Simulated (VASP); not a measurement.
HfSiO4:

```
CELL_PARAMETERS angstrom
4.67722 0.00000 0.00000
-2.33861 4.05059 0.00000
0.00000 0.00000 3.79345
ATOMIC_POSITIONS crystal
Hf 0.00000 0.00000 0.00000
Si 0.33333 0.66667 0.00000
O 0.66667 0.33333 0.00000
O 0.00385 0.50192 0.50000
O 0.49808 0.50192 0.50000
O 0.49808 0.99615 0.50000
```

The cell was generated, and may not be a known phase.

```yaml
Program: VASP 6.6.1
Task: relaxation of cell and atoms
Functional: PBE
Potentials_or_basis: VASP PAW PBE potentials, release 64 (Hf_pv, Si, O)
Cutoff: 600 eV
k_mesh: 6 × 6 × 4
Occupations: gaussian, width 0.1 eV
Spin: no spin polarisation
```

At the start: pressure -14.2 GPa; volume 11.98 Å³/atom.

Where does the relaxation end?

Over 21 steps the energy falls by 588.2 meV/atom and the volume is 10.73 Å³/atom (-10.5 %); space group P-6m2 (No. 187, to 0.1 Å) before and after.

Step by step:
```tsv
step	energy change (eV)	largest force (eV/Å)	pressure (GPa)	volume (Å³)
1	0.0000	0.9965	-14.16	71.87
2	-0.8655	0.4220	4.00	61.37
3	-0.8807	0.2626	6.98	60.32
4	-1.6873	0.9423	12.94	57.64
5	-2.3380	2.2671	27.84	54.19
6	-2.7299	1.6056	25.66	54.74
7	-2.9317	0.0790	25.81	55.58
8	-2.9573	0.3467	25.30	55.46
9	-3.2172	0.0203	16.81	57.40
10	-3.4613	0.5269	2.61	61.63
11	-3.4664	0.6011	0.66	62.33
12	-3.4664	0.6160	0.27	62.48
13	-3.4787	0.4361	0.20	62.65
14	-3.4937	0.0863	0.13	63.14
15	-3.5033	0.0645	0.24	63.29
16	-3.5246	0.0041	0.56	63.73
17	-3.5063	0.1408	1.62	64.55
18	-3.5218	0.0357	1.35	64.19
19	-3.5278	0.0054	0.91	63.94
20	-3.5278	0.0040	0.85	63.93
21	-3.5289	0.0391	-0.01	64.35
```

Final structure:
```
Hf Si O
1.0
     5.19364    0.00000    0.00000
    -2.59682    4.49782    0.00000
     0.00000    0.00000    2.75491
Hf Si O
1 1 4
Direct
  0.00000 0.00000 0.00000
  0.33333 0.66667 0.00000
  0.66667 0.33333 0.00000
  0.04420 0.52210 0.50000
  0.47790 0.52210 0.50000
  0.47790 0.95580 0.50000
```

Caveat: the k points lie up to 0.57 Å⁻¹ apart in the final cell, too coarse for converged energies and pressures of a metal; a cell axis changed by over 15 % at a fixed basis, so the end point is rough.
